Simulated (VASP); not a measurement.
# PtSe2 (P-3m1) in VASP: notebook

PtSe2 is run at these levels: PBE; tasks: single point.

Everything below comes from runs of VASP 6.6.1. Logs are shortened: lines on timing, memory, paths and dates and some standing lists are left out, and cuts for length are marked.

### 1 The cell of the first run

The structure is trigonal, space group P-3m1 (No. 164). Conventional cell: a = 3.668 Å, b = 3.668 Å, c = 5.138 Å, α = 90.00°, β = 90.00°, γ = 120.00°. Within 3.3 Å of Pt (site symmetry -3m) lie 6 Se at 2.48 Å. Within 3.3 Å of Se (site symmetry 3m) lie 3 Pt at 2.48 Å.

### 2 Single point, PBE (strain -0.015 along x and y, +0.015 along z)

Contents of INCAR:

```
PREC = Accurate
ENCUT = 520
EDIFF = 1E-7
ISMEAR = 0
SIGMA = 0.15
LREAL = F
LASPH = T
NELM = 80
ALGO = Normal
ISIF = 2
LWAVE = F
LCHARG = T
GGA = PE
LELF = T
LVHAR = T
NBANDS = 18
```

Contents of KPOINTS:

```
Automatic mesh
0
Gamma
  12 12 10
```

Contents of POSCAR:

```
PtSe2
1.0
    3.6681405955      0.0000000000      0.0000000000
   -1.8340702978      3.1767029404      0.0000000000
    0.0000000000      0.0000000000      5.1379300000
Pt Se
1 2
Direct
    0.0000000000      0.0000000000      0.0000000000
    0.3333333333      0.6666666667      0.2500000000
    0.6666666667      0.3333333333      0.7500000000
```

Potentials or basis: VASP PAW PBE potentials, release 64 (Pt, Se).

Command:

```
$ cat potpaw_PBE.64/Pt/POTCAR potpaw_PBE.64/Se/POTCAR > POTCAR
$ mpirun -np 1 vasp_std > vasp.out
```

OUTCAR:

```text
PREC = Accurate
   ENCUT = 520
   EDIFF = 1E-7
   ISMEAR = 0
   LREAL = F
   LASPH = T
   NELM = 80
   ISIF = 2
   GGA = PE

 ion  position               nearest neighbor table
   1  0.000  0.000  0.000-   2 2.48   3 2.48   3 2.48   2 2.48   3 2.48   2 2.48
   2  0.333  0.667  0.250-   1 2.48   1 2.48   1 2.48
   3  0.667  0.333  0.750-   1 2.48   1 2.48   1 2.48

  LATTYP: Found a hexagonal cell.
 ALAT       =     3.6681405955
 C/A-ratio  =     1.4006905859

  Lattice vectors:

 A1 = (   3.6681405955,   0.0000000000,   0.0000000000)
 A2 = (  -1.8340702978,   3.1767029404,   0.0000000000)
 A3 = (   0.0000000000,   0.0000000000,   5.1379300000)

Analysis of symmetry for initial positions (statically):
=====================================================================
 Subroutine PRICEL returns:
 Original cell was already a primitive cell.

 Routine SETGRP: Setting up the symmetry group for a
 hexagonal supercell.

 Subroutine GETGRP returns: Found 12 space group operations
 (whereof 12 operations were pure point group operations)
 out of a pool of 24 trial point group operations.

The static configuration has the point symmetry D_3d.

Analysis of symmetry for dynamics (positions and initial velocities):
=====================================================================
 Subroutine PRICEL returns:
 Original cell was already a primitive cell.

 Routine SETGRP: Setting up the symmetry group for a
 hexagonal supercell.

 Subroutine GETGRP returns: Found 12 space group operations
 (whereof 12 operations were pure point group operations)
 out of a pool of 24 trial point group operations.

The dynamic configuration has the point symmetry D_3d.

 Subroutine INISYM returns: Found 12 space group operations
 (whereof 12 operations are pure point group operations),
 and found     1 'primitive' translations

----------------------------------------------------------------------------------------

                                     Primitive cell

  volume of cell :      59.8702

  direct lattice vectors                    reciprocal lattice vectors
     3.668140596  0.000000000  0.000000000     0.272617686  0.157395894  0.000000000
    -1.834070298  3.176702940  0.000000000     0.000000000  0.314791788  0.000000000
     0.000000000  0.000000000  5.137930000     0.000000000  0.000000000  0.194630912

  length of vectors
     3.668140596  3.668140596  5.137930000     0.314791788  0.314791788  0.194630912

  position of ions in fractional coordinates (direct lattice)
     0.000000000  0.000000000  0.000000000
     0.333333333  0.666666667  0.250000000
     0.666666667  0.333333333  0.750000000

  ion indices of the primitive-cell ions
   primitive index   ion index
                 1           1
                 2           2
                 3           3

----------------------------------------------------------------------------------------

 KPOINTS: Automatic mesh

Automatic generation of k-mesh.
 Grid dimensions read from file:
 generate k-points for:   12   12   10

 Generating k-lattice:

  Cartesian coordinates                     Fractional coordinates (reciprocal lattice)
     0.022718140  0.013116325  0.000000000     0.083333333  0.000000000  0.000000000
     0.000000000  0.026232649  0.000000000     0.000000000  0.083333333  0.000000000
     0.000000000  0.000000000  0.019463091     0.000000000  0.000000000  0.100000000

  Length of vectors
     0.026232649  0.026232649  0.019463091

  Shift w.r.t. Gamma in fractional coordinates (k-lattice)
     0.000000000  0.000000000  0.000000000

 Subroutine IBZKPT returns following result:
 ===========================================

 Found    162 irreducible k-points:

 Following reciprocal coordinates:
            Coordinates               Weight
  0.000000  0.000000  0.000000      1.000000
  0.083333  0.000000  0.000000      6.000000
  0.166667  0.000000  0.000000      6.000000
  0.250000  0.000000  0.000000      6.000000
  0.333333  0.000000  0.000000      6.000000
  0.416667  0.000000  0.000000      6.000000
[... 16 lines left out ...]
  0.166667  0.000000  0.100000      6.000000
  0.000000  0.166667  0.100000      6.000000
 [... further k-points ...]
   k-points           NKPTS =    162   k-points in BZ     NKDIM =    162   number of bands    NBANDS=     18
   number of dos      NEDOS =    301   number of ions     NIONS =      3
   total plane-waves  NPLWV =  31360
   dimension x,y,z NGX =    28 NGY =   28 NGZ =   40
   dimension x,y,z NGXF=    56 NGYF=   56 NGZF=   80
   ions per type =               1   2
   NGX,Y,Z   is equivalent  to a cutoff of  12.69, 12.69, 12.94 a.u.
   NGXF,Y,Z  is equivalent  to a cutoff of  25.38, 25.38, 25.89 a.u.
 SYSTEM =  unknown system
   PREC   = accura    normal or accurate (medium, high low for compatibility)
   ISTART =      0    job   : 0-new  1-cont  2-samecut
   ICHARG =      2    charge: 1-file 2-atom 10-const
   ISPIN  =      1    spin polarized calculation?
   LNONCOLLINEAR =      F non collinear calculations
   LSORBIT =      F    spin-orbit coupling
   LASPH  =      T    aspherical Exc in radial PAW
   ENCUT  =  520.0 eV  38.22 Ry    6.18 a.u.   6.82  6.82  9.55*2*pi/ulx,y,z
   NELM   =     80;   NELMIN=  2; NELMDL= -5     # of ELM steps
   EDIFF  = 0.1E-06   stopping-criterion for ELM
   LREAL  =      F    real-space projection
   EDIFFG = 0.1E-05   stopping-criterion for IOM
   NSW    =      0    number of steps for IOM
   IBRION =     -1    ionic relax: 0-MD 1-quasi-New 2-CG
   NFREE  =      0    steps in history (QN), initial steepest desc. (CG)
   ISIF   =      2    stress and relaxation
   ISYM   =      2    0-nonsym 1-usesym 2-fastsym
   POTIM  = 0.5000    time-step for ionic-motion
   TEBEG  =    0.0;   TEEND  =   0.0 temperature during run
   PSTRESS=    0.0 pullay stress
   NELECT =      22.0000    total number of electrons
   NUPDOWN=      -1.0000    fix difference up-down
   EMIN   =  10.00;   EMAX   =-10.00  energy-range for DOS
   EFERMI =   0.00;   METHOD = LEGACY
   ISMEAR =     0;   SIGMA  =   0.15  broadening in eV -4-tet -1-fermi 0-gaus
   EFERMI_NEDOS =   21; number of points for ismear=-14 and -15
   IALGO  =     38    algorithm
   IMIX   =      4    mixing-type and parameters
     AMIX     =   0.40;   BMIX     =  1.00
     AMIX_MAG =   1.60;   BMIX_MAG =  1.00
  volume/ion in A,a.u.               =      19.96       134.67
  Fermi-wavevector in a.u.,A,eV,Ry     =   1.172588  2.215870 18.707504  1.374963
  Thomas-Fermi vector in A             =   2.309014
   LORBIT       =      0    0 simple, 1 ext, 2 COOP (PROOUT), +10 PAW based schemes
   GGA     = PE    functional components
   LHFCALC =     F    Hartree Fock is set to
   AEXX    =    0.0000 exact exchange contribution
   IVDW    =     0    specifies the selected vdW correction
   LEPSILON=     F    determine dielectric tensor
   LRPA    =     F    only Hartree local field effects (RPA)
 non-spin polarized calculation
 Gauss-broadening in eV      SIGMA  =   0.15
  energy-cutoff  :      520.00
  volume of cell :       59.87
 maximum number of plane-waves:      1639
   NGX = 13   NGY = 13   NGZ = 19

 number of electron      22.0000003 magnetization

 Free energy of the ion-electron system (eV)
  ---------------------------------------------------
  ext. energy  EPLUGINS =         0.00000000
  ---------------------------------------------------
  free energy    TOTEN  =       -14.11294350 eV

  energy without entropy =      -14.10691477  energy(sigma->0) =      -14.10992913

 E-fermi :   6.7693     XC(G=0): -10.6979

 val. band max:        6.7032866669   @ k =   0.0833   0.0000   0.1000
 cond. band min:       6.7823603852   @ k =   0.3333   0.3333   0.0000
 fundamental gap:      0.0790737183
 Fermi energy:         6.7692742799

 k-point     1 :       0.0000    0.0000    0.0000
  band No.  band energies     occupation
      1      -9.1010      2.00000
      2      -6.2996      2.00000
      3      -0.6583      2.00000
      4       0.1676      2.00000
      5       0.1676      2.00000
      6       2.6018      2.00000
[... 10 lines left out ...]
     17      14.1409      0.00000
     18      18.8140      0.00000

 k-point     2 :       0.0833    0.0000    0.0000
  band No.  band energies     occupation
      1      -9.0186      2.00000
      2      -6.3309      2.00000
      3      -0.5613      2.00000
      4       0.2139      2.00000
      5       0.2191      2.00000
      6       2.4958      2.00000
[... 10 lines left out ...]
     17      14.4177      0.00000
     18      17.4206      0.00000

 k-point     3 :       0.1667    0.0000    0.0000
  band No.  band energies     occupation
      1      -8.7796      2.00000
      2      -6.4181      2.00000
      3      -0.2854      2.00000
      4       0.3562      2.00000
      5       0.3597      2.00000
      6       2.1022      2.00000
[... 10 lines left out ...]
     17      15.0689      0.00000
     18      15.8598      0.00000

 k-point     4 :       0.2500    0.0000    0.0000
  band No.  band energies     occupation
      1      -8.4110      2.00000
      2      -6.5456      2.00000
      3       0.0818      2.00000
      4       0.5429      2.00000
      5       0.6086      2.00000
      6       1.3866      2.00000
[... 375 lines left out ...]
      4       0.2130      2.00000
      5       0.2494      2.00000
      6       2.4800      2.00000
[... 10 lines left out ...]
     17      14.5840      0.00000
     18      16.8255      0.00000

 k-point    23 :       0.1667    0.0000    0.1000
  band No.  band energies     occupation
      1      -8.7423      2.00000
      2      -6.4995      2.00000
      3      -0.1932      2.00000
      4       0.3607      2.00000
      5       0.3830      2.00000
      6       2.1452      2.00000
[... 10 lines left out ...]
     17      14.7045      0.00000
     18      15.6568      0.00000

 k-point    24 :       0.0000    0.1667    0.1000
  band No.  band energies     occupation
      1      -8.7482      2.00000
      2      -6.4806      2.00000
      3      -0.3120      2.00000
      4       0.3412      2.00000
      5       0.4839      2.00000
      6       2.0347      2.00000
[... 10 lines left out ...]
     17      15.4380      0.00000
     18      15.4736      0.00000

 [... further k-points ...]
[... 5 lines left out ...]
  --------------------------------------------------------------------------------------
  -------------------------------------------------------------------------------------
  Total        4.5452160      4.5452160      2.8698949     -0.0000000      0.0000000      0.0000000
  in kB      121.6338191    121.6338191     76.8008126     -0.0000000      0.0000000      0.0000000
  external PRESSURE =     106.6894836 kB  Pullay stress =       0.0000000 kB

 VOLUME and BASIS-vectors are now :
 -----------------------------------------------------------------------------
  energy-cutoff  :      520.00
  volume of cell :       59.87
      direct lattice vectors                 reciprocal lattice vectors
     3.668140596  0.000000000  0.000000000     0.272617686  0.157395894  0.000000000
    -1.834070298  3.176702940  0.000000000     0.000000000  0.314791788  0.000000000
     0.000000000  0.000000000  5.137930000     0.000000000  0.000000000  0.194630912

 POSITION                                       TOTAL-FORCE (eV/Angst)
 -----------------------------------------------------------------------------------
      0.00000      0.00000      0.00000         0.000000      0.000000      0.000000
     -0.00000      2.11780      1.28448        -0.000000      0.000000      0.731894
      1.83407      1.05890      3.85345         0.000000      0.000000     -0.731894
 -----------------------------------------------------------------------------------
    total drift:                               -0.000000     -0.000000     -0.000000

  FREE ENERGIE OF THE ION-ELECTRON SYSTEM (eV)
  ---------------------------------------------------
  free  energy   TOTEN  =       -14.1129435011 eV

  energy  without entropy=      -14.1069147679  energy(sigma->0) =      -14.10992913
```

It took 60 s on 1 thread of Intel Xeon 6975P-C (Granite Rapids), shared host; peak memory 0.31 GiB.

What came out:

| Property | Result |
| --- | --- |
| Free energy | -14.1129 eV |
| Pressure | 10.7 GPa |
| Largest force | 0.732 eV/Å |
| Band gap on the k mesh | zero (band 11 reaches 7.08 eV, above the bottom of band 12 at 6.78 eV) |

Forces in eV/Å, atoms in the order of the input:
```
Pt   0.000  0.000  0.000
Se   0.000  0.000  0.732
Se   0.000  0.000 -0.732
```

Stress tensor (GPa, compression positive):
```
12.16  0.00  0.00
 0.00 12.16  0.00
 0.00  0.00  7.68
```

Levels at points of the mesh, in eV from the Fermi level:
| k point | band 9 | band 10 | band 11 | band 12 | band 13 | band 14 |
| --- | --- | --- | --- | --- | --- | --- |
| (0.00, 0.00, 0.00) | -1.04 | -1.04 | 0.31 | 1.56 | 1.56 | 3.70 |
| (0.50, 0.00, 0.00) | -3.50 | -3.49 | -3.05 | 0.70 | 2.37 | 4.86 |
| (0.00, 0.00, 0.50) | -1.75 | -1.44 | -1.44 | 2.36 | 2.36 | 4.77 |
| (0.50, 0.00, 0.50) | -3.29 | -2.85 | -1.53 | 1.05 | 1.66 | 4.46 |

Caveat: the cell differs from its parent crystal (strain -0.015 along x and y, +0.015 along z); spin-orbit coupling is left out, which moves the levels of the heavy elements.

### 3 Single point, PBE (strain -0.015 along x and y, +0.030 along z)

Contents of INCAR:

```
SYSTEM = PtSe2
  PREC = Accurate
  ENCUT = 520
  EDIFF = 1E-7
  ISMEAR = 0
  SIGMA = 0.15
  LREAL = .FALSE.
  LASPH = .TRUE.
  NELM = 100
  ALGO = Normal
  ISIF = 2
  LWAVE = .FALSE.
  LCHARG = .FALSE.
  GGA = PE
  NBANDS = 18
```

Contents of KPOINTS:

```
Automatic mesh
0
G
  12 12 10
  0 0 0
```

Edit POSCAR of step 2 so:

```diff
@@ -4,3 +4,3 @@
    -1.8340702978      3.1767029404      0.0000000000
-    0.0000000000      0.0000000000      5.1379300000
+    0.0000000000      0.0000000000      5.2138600000
 Pt Se
```

Potentials or basis: VASP PAW PBE potentials, release 64 (Pt, Se).

Command:

```
$ cat potpaw_PBE.64/Pt/POTCAR potpaw_PBE.64/Se/POTCAR > POTCAR
$ mpirun -np 1 vasp_std > vasp.out
```

OUTCAR:

```text
SYSTEM = PtSe2
   PREC = Accurate
   ENCUT = 520
   EDIFF = 1E-7
   ISMEAR = 0
   LREAL = .FALSE.
   LASPH = .TRUE.
   NELM = 100
   ISIF = 2
   GGA = PE

 ion  position               nearest neighbor table
   1  0.000  0.000  0.000-   2 2.49   3 2.49   3 2.49   2 2.49   3 2.49   2 2.49
   2  0.333  0.667  0.250-   1 2.49   1 2.49   1 2.49
   3  0.667  0.333  0.750-   1 2.49   1 2.49   1 2.49

  LATTYP: Found a hexagonal cell.
 ALAT       =     3.6681405955
 C/A-ratio  =     1.4213904468

  Lattice vectors:

[... 677 lines left out ...]
      6       1.9136      2.00000
[... 10 lines left out ...]
     17      15.2656      0.00000
     18      15.2693      0.00000

 [... further k-points ...]
[... 5 lines left out ...]
  --------------------------------------------------------------------------------------
  -------------------------------------------------------------------------------------
  Total        3.9206261      3.9206261      2.2177629     -0.0000000     -0.0000000      0.0000000
  in kB      103.3913166    103.3913166     58.4849003     -0.0000000     -0.0000000      0.0000000
  external PRESSURE =      88.4225111 kB  Pullay stress =       0.0000000 kB

 VOLUME and BASIS-vectors are now :
 -----------------------------------------------------------------------------
  energy-cutoff  :      520.00
  volume of cell :       60.75
      direct lattice vectors                 reciprocal lattice vectors
     3.668140596  0.000000000  0.000000000     0.272617686  0.157395894  0.000000000
    -1.834070298  3.176702940  0.000000000     0.000000000  0.314791788  0.000000000
     0.000000000  0.000000000  5.213860000     0.000000000  0.000000000  0.191796481

 POSITION                                       TOTAL-FORCE (eV/Angst)
 -----------------------------------------------------------------------------------
      0.00000      0.00000      0.00000        -0.000000      0.000000      0.000000
     -0.00000      2.11780      1.30347        -0.000000      0.000000      0.503438
      1.83407      1.05890      3.91040         0.000000      0.000000     -0.503438
 -----------------------------------------------------------------------------------
    total drift:                               -0.000000     -0.000000     -0.000000

  FREE ENERGIE OF THE ION-ELECTRON SYSTEM (eV)
  ---------------------------------------------------
  free  energy   TOTEN  =       -14.1504544595 eV

  energy  without entropy=      -14.1448647627  energy(sigma->0) =      -14.14765961
```

It took 56 s on 1 thread of Intel Xeon 6975P-C (Granite Rapids), shared host; peak memory 0.31 GiB.

What came out:

* Free energy: -14.1505 eV
* Pressure: 8.8 GPa
* Largest force: 0.503 eV/Å
* Band gap on the k mesh: zero (band 11 reaches 6.82 eV, above the bottom of band 12 at 6.57 eV)

Forces in eV/Å, atoms in the order of the input:
```
Pt   0.000  0.000  0.000
Se   0.000  0.000  0.503
Se   0.000  0.000 -0.503
```

Caveat: the cell differs from its parent crystal (strain -0.015 along x and y, +0.030 along z); spin-orbit coupling is left out, which moves the levels of the heavy elements.

(Continued in part 2 of 2.)
